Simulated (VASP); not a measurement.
The system is TaN.

```
Ta N
1.0
     0.00000    2.15721    2.17900
     2.15721    0.00000    2.17900
     2.15721    2.15721    0.00000
Ta N
1 1
Direct
  0.50000 0.50000 0.50000
  0.00000 0.00000 0.00000
```

This cell differs from its parent crystal: equal xx and yy strain of -1 %.

Base run:

* Program: VASP 6.6.1
* Functional: PBEsol
* Potentials or basis: VASP PAW PBE potentials, release 64 (Ta_pv, N)
* Cutoff: 520 eV
* k mesh: 9 × 9 × 9
* Occupations: fermi-dirac, width 0.02 eV
* Spin: no spin polarisation

Its results: band gap on the k mesh zero (band 8 reaches 11.59 eV, above the bottom of band 9 at 7.70 eV); pressure 13.5 GPa.

Task: The run is repeated on the same cell with these changes: potentials or basis from VASP PAW PBE potentials, release 64 (Ta_pv, N) to VASP PAW PBE potentials, release 64 (Ta_sv_GW, N); further incar settings from ALGO = Normal; EDIFF = 1e-08; NBANDS = 15 to ALGO = Normal; EDIFF = 1e-08; NBANDS = 16; valence electrons from 16 to 18. What comes out?

Result: Band gap on the k mesh zero (band 9 reaches 16.05 eV, above the bottom of band 10 at 12.17 eV); pressure 12.2 GPa.

Caveats: the PAW data sets were made with another functional, which shifts forces and pressure a little; spin-orbit coupling is left out, which moves the levels of the heavy elements.
